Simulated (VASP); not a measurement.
# C (Pm-3n) in VASP: a series of runs, part 2 of 2

VASP 6.6.1. Earlier steps stand in the parts before.

## (4) Relaxation of cell and atoms, r2SCAN

This run uses another cell than the first one, of 6.62 Å³/atom, 0.895 times its volume.

File POSCAR:

```
C
1.0
    3.7546000832      0.0000000000      0.0000000000
    0.0000000000      3.7546000832      0.0000000000
    0.0000000000      0.0000000000      3.7546000832
C
8
Direct
    0.0000000000      0.0000000000      0.0000000000
    0.5000000000      0.5000000000      0.5000000000
    0.2500000000      0.0000000000      0.5000000000
    0.7500000000      0.0000000000      0.5000000000
    0.5000000000      0.2500000000      0.0000000000
    0.5000000000      0.7500000000      0.0000000000
    0.0000000000      0.5000000000      0.2500000000
    0.0000000000      0.5000000000      0.7500000000
```

File INCAR.step1:

```
SYSTEM = C
PREC = Accurate
ENCUT = 600
ISMEAR = -1
SIGMA = 0.1
LREAL = .FALSE.
LASPH = .TRUE.
NELM = 60
GGA = PE
ALGO = Normal
EDIFF = 1E-4
LWAVE = .TRUE.
LCHARG = .FALSE.
```

File INCAR.step2:

```
SYSTEM = C
PREC = Accurate
ENCUT = 600
EDIFF = 1E-6
ISMEAR = -1
SIGMA = 0.1
LREAL = .FALSE.
LASPH = .TRUE.
NELM = 60
ALGO = Normal
ISIF = 3
LWAVE = .FALSE.
LCHARG = .FALSE.
METAGGA = R2SCAN
LMIXTAU = .TRUE.
IBRION = 2
NSW = 80
EDIFFG = -0.01
ISTART = 1
```

File KPOINTS:

```
regular mesh
0
G
  7 7 7
  0 0 0
```

Potentials or basis: VASP PAW PBE potentials, release 64 (C).

Started as:

```console
$ cat potpaw_PBE.64/C/POTCAR > POTCAR
$ cp INCAR.step1 INCAR
$ mpirun -np 1 vasp_std > vasp.out
$ cp INCAR.step2 INCAR
$ mpirun -np 1 vasp_std > vasp.out
```

OUTCAR:

```text
SYSTEM = C
   PREC = Accurate
   ENCUT = 600
   EDIFF = 1E-6
   ISMEAR = -1
   LREAL = .FALSE.
   LASPH = .TRUE.
   NELM = 60
   ISIF = 3
   METAGGA = R2SCAN
   IBRION = 2
   NSW = 80
   EDIFFG = -0.01
   ISTART = 1

 ion  position               nearest neighbor table
   1  0.000  0.000  0.000-
   2  0.500  0.500  0.500-
   3  0.250  0.000  0.500-   4 1.88   4 1.88
   4  0.750  0.000  0.500-   3 1.88   3 1.88
   5  0.500  0.250  0.000-   6 1.88   6 1.88
   6  0.500  0.750  0.000-   5 1.88   5 1.88
   7  0.000  0.500  0.250-   8 1.88   8 1.88
   8  0.000  0.500  0.750-   7 1.88   7 1.88

  LATTYP: Found a simple cubic cell.
 ALAT       =     3.7546000832

  Lattice vectors:

 A1 = (   3.7546000832,   0.0000000000,   0.0000000000)
 A2 = (   0.0000000000,   3.7546000832,   0.0000000000)
 A3 = (   0.0000000000,   0.0000000000,   3.7546000832)

Analysis of symmetry for initial positions (statically):
=====================================================================
 Subroutine PRICEL returns:
 Original cell was already a primitive cell.

 Routine SETGRP: Setting up the symmetry group for a
 simple cubic supercell.

 Subroutine GETGRP returns: Found 48 space group operations
 (whereof 24 operations were pure point group operations)
 out of a pool of 48 trial point group operations.

The static configuration has the point symmetry T_h .
 The point group associated with its full space group is O_h .

Analysis of symmetry for dynamics (positions and initial velocities):
=====================================================================
 Subroutine PRICEL returns:
 Original cell was already a primitive cell.

 Routine SETGRP: Setting up the symmetry group for a
 simple cubic supercell.

 Subroutine GETGRP returns: Found 48 space group operations
 (whereof 24 operations were pure point group operations)
 out of a pool of 48 trial point group operations.

The dynamic configuration has the point symmetry T_h .
 The point group associated with its full space group is O_h .

 Subroutine INISYM returns: Found 48 space group operations
 (whereof 24 operations are pure point group operations),
 and found     1 'primitive' translations

----------------------------------------------------------------------------------------

                                     Primitive cell

  volume of cell :      52.9287

  direct lattice vectors                    reciprocal lattice vectors
     3.754600083  0.000000000  0.000000000     0.266339950  0.000000000  0.000000000
     0.000000000  3.754600083  0.000000000     0.000000000  0.266339950  0.000000000
     0.000000000  0.000000000  3.754600083     0.000000000  0.000000000  0.266339950

  length of vectors
     3.754600083  3.754600083  3.754600083     0.266339950  0.266339950  0.266339950

  position of ions in fractional coordinates (direct lattice)
     0.000000000  0.000000000  0.000000000
     0.500000000  0.500000000  0.500000000
     0.250000000  0.000000000  0.500000000
     0.750000000  0.000000000  0.500000000
     0.500000000  0.250000000  0.000000000
     0.500000000  0.750000000  0.000000000
     0.000000000  0.500000000  0.250000000
     0.000000000  0.500000000  0.750000000

  ion indices of the primitive-cell ions
   primitive index   ion index
                 1           1
                 2           2
                 3           3
                 4           4
                 5           5
                 6           6
                 7           7
                 8           8

----------------------------------------------------------------------------------------

 KPOINTS: regular mesh

Automatic generation of k-mesh.
 Grid dimensions read from file:
 generate k-points for:    7    7    7

 Generating k-lattice:

  Cartesian coordinates                     Fractional coordinates (reciprocal lattice)
     0.038048564  0.000000000  0.000000000     0.142857143  0.000000000  0.000000000
     0.000000000  0.038048564  0.000000000     0.000000000  0.142857143  0.000000000
     0.000000000  0.000000000  0.038048564     0.000000000  0.000000000  0.142857143

  Length of vectors
     0.038048564  0.038048564  0.038048564

  Shift w.r.t. Gamma in fractional coordinates (k-lattice)
     0.000000000  0.000000000  0.000000000

 Subroutine IBZKPT returns following result:
 ===========================================

 Found     20 irreducible k-points:

 Following reciprocal coordinates:
            Coordinates               Weight
  0.000000  0.000000  0.000000      1.000000
  0.142857  0.000000  0.000000      6.000000
  0.285714  0.000000  0.000000      6.000000
  0.428571  0.000000  0.000000      6.000000
  0.142857  0.142857  0.000000     12.000000
  0.285714  0.142857  0.000000     24.000000
[... 12 lines left out ...]
  0.428571  0.428571  0.285714     24.000000
  0.428571  0.428571  0.428571      8.000000
   k-points           NKPTS =     20   k-points in BZ     NKDIM =     20   number of bands    NBANDS=     21
   number of dos      NEDOS =    301   number of ions     NIONS =      8
   total plane-waves  NPLWV =  27000
   dimension x,y,z NGX =    30 NGY =   30 NGZ =   30
   dimension x,y,z NGXF=    60 NGYF=   60 NGZF=   60
   ions per type =               8
   NGX,Y,Z   is equivalent  to a cutoff of  13.28, 13.28, 13.28 a.u.
   NGXF,Y,Z  is equivalent  to a cutoff of  26.57, 26.57, 26.57 a.u.
 SYSTEM =  C
   PREC   = accura    normal or accurate (medium, high low for compatibility)
   ISTART =      1    job   : 0-new  1-cont  2-samecut
   ICHARG =      0    charge: 1-file 2-atom 10-const
   ISPIN  =      1    spin polarized calculation?
   LNONCOLLINEAR =      F non collinear calculations
   LSORBIT =      F    spin-orbit coupling
   LASPH  =      T    aspherical Exc in radial PAW
   ENCUT  =  600.0 eV  44.10 Ry    6.64 a.u.   7.50  7.50  7.50*2*pi/ulx,y,z
   NELM   =     60;   NELMIN=  2; NELMDL=  0     # of ELM steps
   EDIFF  = 0.1E-05   stopping-criterion for ELM
   LREAL  =      F    real-space projection
   EDIFFG = -.1E-01   stopping-criterion for IOM
   NSW    =     80    number of steps for IOM
   IBRION =      2    ionic relax: 0-MD 1-quasi-New 2-CG
   NFREE  =      1    steps in history (QN), initial steepest desc. (CG)
   ISIF   =      3    stress and relaxation
   ISYM   =      2    0-nonsym 1-usesym 2-fastsym
   POTIM  = 0.5000    time-step for ionic-motion
   TEBEG  =    0.0;   TEEND  =   0.0 temperature during run
   PSTRESS=    0.0 pullay stress
   NELECT =      32.0000    total number of electrons
   NUPDOWN=      -1.0000    fix difference up-down
   EMIN   =  10.00;   EMAX   =-10.00  energy-range for DOS
   EFERMI =   0.00;   METHOD = LEGACY
   ISMEAR =    -1;   SIGMA  =   0.10  broadening in eV -4-tet -1-fermi 0-gaus
   EFERMI_NEDOS =   21; number of points for ismear=-14 and -15
   IALGO  =     38    algorithm
   IMIX   =      4    mixing-type and parameters
     AMIX     =   0.40;   BMIX     =  1.00
     AMIX_MAG =   1.60;   BMIX_MAG =  1.00
  volume/ion in A,a.u.               =       6.62        44.65
  Fermi-wavevector in a.u.,A,eV,Ry     =   1.384292  2.615933 26.072371  1.916265
  Thomas-Fermi vector in A             =   2.508810
   LORBIT       =      0    0 simple, 1 ext, 2 COOP (PROOUT), +10 PAW based schemes
   METAGGA = R2SCAN    functional components
   LHFCALC =     F    Hartree Fock is set to
   AEXX    =    0.0000 exact exchange contribution
   IVDW    =     0    specifies the selected vdW correction
   LEPSILON=     F    determine dielectric tensor
   LRPA    =     F    only Hartree local field effects (RPA)
 conjugate gradient relaxation of ions
 non-spin polarized calculation
  energy-cutoff  :      600.00
  volume of cell :       52.93
 maximum number of plane-waves:      1791
 NGX is ok and might be reduce to    30
   NGX = 15   NGY = 15   NGZ = 15

--------------------------------------- Ionic step        1  -------------------------------------------

 number of electron      31.9999999 magnetization

 Free energy of the ion-electron system (eV)
  ---------------------------------------------------
  ext. energy  EPLUGINS =         0.00000000
  ---------------------------------------------------
  free energy    TOTEN  =       -40.80015340 eV

  energy without entropy =      -40.72180713  energy(sigma->0) =      -40.76098027

------------------------ aborting loop because EDIFF is reached ----------------------------------------

  FORCE on cell =-STRESS in cart. coord.  units (eV):
  Direction    XX          YY          ZZ          XY          YZ          ZX
  --------------------------------------------------------------------------------------
  -------------------------------------------------------------------------------------
  Total        7.0030841      7.0030841      7.0030841      0.0000000      0.0000000      0.0000000
  in kB      211.9868248    211.9868248    211.9868248      0.0000000      0.0000000      0.0000000
  external PRESSURE =     211.9868248 kB  Pullay stress =       0.0000000 kB
[... 69 lines left out ...]
  energy  without entropy=      -41.0848448184  energy(sigma->0) =      -41.12905755

--------------------------------------- Ionic step        3  -------------------------------------------

 number of electron      32.0000001 magnetization

 Free energy of the ion-electron system (eV)
  ---------------------------------------------------
  ext. energy  EPLUGINS =         0.00000000
  ---------------------------------------------------
  free energy    TOTEN  =       -41.17798055 eV

  energy without entropy =      -41.09165144  energy(sigma->0) =      -41.13481600

 E-fermi :   7.5371     XC(G=0): -13.6105

 val. band max:        7.5243076643   @ k =   0.1429   0.1429   0.0000
 cond. band min:       7.6257927713   @ k =   0.4286   0.2857   0.2857
 fundamental gap:      0.1014851070
 Fermi energy:         7.5370553565

 k-point     1 :       0.0000    0.0000    0.0000
  band No.  band energies     occupation
      1     -12.3014      2.00000
      2      -4.5690      2.00000
      3      -4.5690      2.00000
      4      -4.4629      2.00000
      5      -2.8122      2.00000
      6      -2.8122      2.00000
[... 504 lines left out ...]
  FREE ENERGIE OF THE ION-ELECTRON SYSTEM (eV)
  ---------------------------------------------------
  free  energy   TOTEN  =       -41.1779805520 eV

  energy  without entropy=      -41.0916514412  energy(sigma->0) =      -41.13481600

 reached required accuracy - stopping structural energy minimisation
```

Wall time 4.7 min (1 thread of Intel Xeon Platinum 8259CL at 2.50GHz (Skylake/Cascade Lake), shared host); peak memory 0.17 GiB.

Results:

```
Free energy                            : -41.1780 eV
Relaxed volume                         : 7.39 Å³/atom
Relaxed cell                           : a = 3.896 Å, b = 3.896 Å, c = 3.896 Å, α = 90.00°, β = 90.00°, γ = 90.00°
Space group after relaxing (to 0.05 Å) : Pm-3n (No. 223)
Energy gained by relaxing              : 47.2 meV/atom
Ionic steps                            : 3
Pressure after relaxing                : 0.0 GPa
Band gap on the k mesh                 : zero (band 16 reaches 8.50 eV, above the bottom of band 17 at 6.01 eV)
```

The path:
```tsv
step	energy change (eV)	largest force (eV/Å)	pressure (GPa)	volume (Å³)
1	0.0000	0.0000	21.20	52.93
2	-0.3731	0.0000	-1.95	59.92
3	-0.3778	0.0000	0.05	59.13
```

Final structure:
```
C
1.0
     3.89592    0.00000    0.00000
     0.00000    3.89592    0.00000
     0.00000    0.00000    3.89592
C
8
Direct
  0.00000 0.00000 0.00000
  0.50000 0.50000 0.50000
  0.25000 0.00000 0.50000
  0.75000 0.00000 0.50000
  0.50000 0.25000 0.00000
  0.50000 0.75000 0.00000
  0.00000 0.50000 0.25000
  0.00000 0.50000 0.75000
```

Caveat: the PAW data sets were made with another functional, which shifts forces and pressure a little.

## (5) Summary

| task | cell | k mesh | cutoff (eV) | gap on the mesh (eV) | pressure (GPa) |
| --- | --- | --- | --- | --- | --- |
| single point | a = 3.896 Å, 8 atoms | 7 × 7 × 7 | 520 | none | 0.2 |
| single point | a = 3.896 Å, 8 atoms | 9 × 9 × 9 | 520 | none | 1.1 |
| relaxation of cell and atoms | relaxed from a = 3.755 Å, 8 atoms | 7 × 7 × 7 | 600 | none | 0.0 |

Alike in all rows: level r2SCAN; potentials or basis VASP PAW PBE potentials, release 64 (C); no spin polarisation; smearing fermi-dirac 0.1 eV.

Caveats: the PAW data sets were made with another functional, which shifts forces and pressure a little.

Absolute energies hang on the potentials; compare differences alone.
